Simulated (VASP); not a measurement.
## Sb: single point with PBEsol

Sb:

```
Sb
1.0
    -1.91168    1.89860    1.91097
     1.86645   -1.92422    1.89137
     1.82583    1.83838   -1.93660
Sb
1
Direct
  0.00668 0.00212 0.01774
```

This cell differs from its parent crystal: the cell strained at random.

```yaml
Program: VASP 6.6.1
Task: single point
Functional: PBEsol
Potentials_or_basis: VASP PAW PBE potentials, release 64 (Sb)
Cutoff: 520 eV
k_mesh: 10 × 10 × 10
Occupations: fermi-dirac, width 0.05 eV
Spin: no spin polarisation
Dipole_correction: no
Further_INCAR_settings: ALGO = Normal; EDIFF = 1e-06; NBANDS = 8
```

| Item | Value |
| --- | --- |
| Pressure | -0.2 GPa |

Stress tensor (GPa, compression positive):
```
-0.44  0.99  0.66
 0.99 -0.16  0.87
 0.66  0.87  0.05
```

Levels at points of the mesh, in eV from the Fermi level:
```csv
k point,band 1,band 2,band 3,band 4,band 5,band 6,band 7,band 8
"(0.00, 0.00, 0.00)",-13.07,5.32,5.50,6.20,10.31,10.71,10.74,11.48
"(0.50, 0.00, 0.00)",-8.82,-5.78,1.82,4.04,6.55,7.26,13.37,14.80
"(0.00, 0.50, 0.00)",-8.67,-5.73,1.57,3.83,6.25,7.10,13.45,14.75
"(0.50, 0.50, 0.00)",-9.12,-5.80,1.88,3.81,6.39,7.15,14.92,15.93
"(0.00, 0.00, 0.50)",-8.40,-5.64,1.24,3.43,5.96,6.65,13.78,15.06
"(0.50, 0.00, 0.50)",-9.06,-5.80,1.82,4.11,6.31,7.51,14.05,15.23
"(0.00, 0.50, 0.50)",-9.06,-5.82,1.84,4.32,6.34,7.75,13.71,15.08
"(0.50, 0.50, 0.50)",-5.47,-2.41,-2.08,-1.62,2.82,3.04,17.31,17.61
```

It took 31 s on 1 thread of Intel(R) Xeon(R) Platinum 8488C (Sapphire Rapids) (shared host), peak memory 0.22 GiB.

Caveat: the cell differs from its parent crystal (the cell strained at random); the PAW data sets were made with another functional, which shifts forces and pressure a little; spin-orbit coupling is left out, which moves the levels of the heavy elements.
